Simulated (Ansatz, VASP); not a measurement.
## HfS2 in VASP and in Ansatz

File INCAR:

```
PREC = Accurate
ENCUT = 400
EDIFF = 1E-6
ISMEAR = 0
SIGMA = 0.02
LREAL = F
LASPH = T
NELM = 120
ALGO = Normal
ISIF = 2
LWAVE = F
LCHARG = F
LDIPOL = T
IDIPOL = 3
DIPOL = 0.5 0.5 0.500
GGA = PE
IVDW = 12
NBANDS = 18
GGA_COMPAT = F
NELMDL = -8
```

Contents of KPOINTS:

```
regular mesh
0
Gamma
  9 9 1
```

The input POSCAR:

```
HfS2
1.0
    3.6180000000      0.0000000000      0.0000000000
   -1.8090000000      3.1332799109      0.0000000000
    0.0000000000      0.0000000000     31.8247012176
S Hf
2 1
Direct
    0.6666666667      0.3333333333      0.4506986730
    0.3333333333      0.6666666667      0.5493013270
    0.0000000000      0.0000000000      0.5000000000
```

Input for Ansatz:

```yaml
crystal:
  lattice:
    - [3.618, 0.0, 0.0]
    - [-1.809, 3.1332799109, 0.0]
    - [0.0, 0.0, 31.8247012176]
  atoms:
    - { symbol: S, position: [0.6666666667, 0.3333333333, 0.450698673] }
    - { symbol: Hf, position: [0.0, 0.0, 0.5] }
    - { symbol: S, position: [0.3333333333, 0.6666666667, 0.549301327] }
  periodic: [true, true, false]
basis:
  ecutwfc: 420
kpoints:
  mp_grid: { grid: [9, 9, 1] }
hamiltonian:
  xc: pbe
  pseudopotentials: { kind: paw, azcp: { folder: soft_1 } }
  dispersion: d3bj
scf:
  occupations: { method: gaussian, width: 0.02 }
output:
  forces: true
  stress: true
  eigenvalues: true
```

Alike in both runs: task single point; functional PBE; dispersion D3(BJ); k mesh 9 × 9 × 1; occupations gaussian, width 0.02 eV; no spin polarisation.

|  | VASP | Ansatz |
| --- | --- | --- |
| version | VASP 6.6.1 | Ansatz 0.2.0 |
| potentials or method | VASP PAW PBE potentials, release 64 (S, Hf_pv), cutoff 400 eV | scalar-relativistic, plane waves, PAW |
| valence electrons in the cell | 22 | 38 |

```csv
,VASP,Ansatz,Ansatz less VASP
gap on the k mesh at the Fermi level (eV),0.92,0.91,-0.009
least direct gap on the mesh (eV),1.88,1.88,-0.001
rms of the force components (eV/Å),0.641,0.610,-0.0303
```

VASP's potentials hold 22 valence electrons a cell and Ansatz's 38, so a difference there can come from the potentials and not from the codes.

Neither program's run includes spin-orbit coupling.
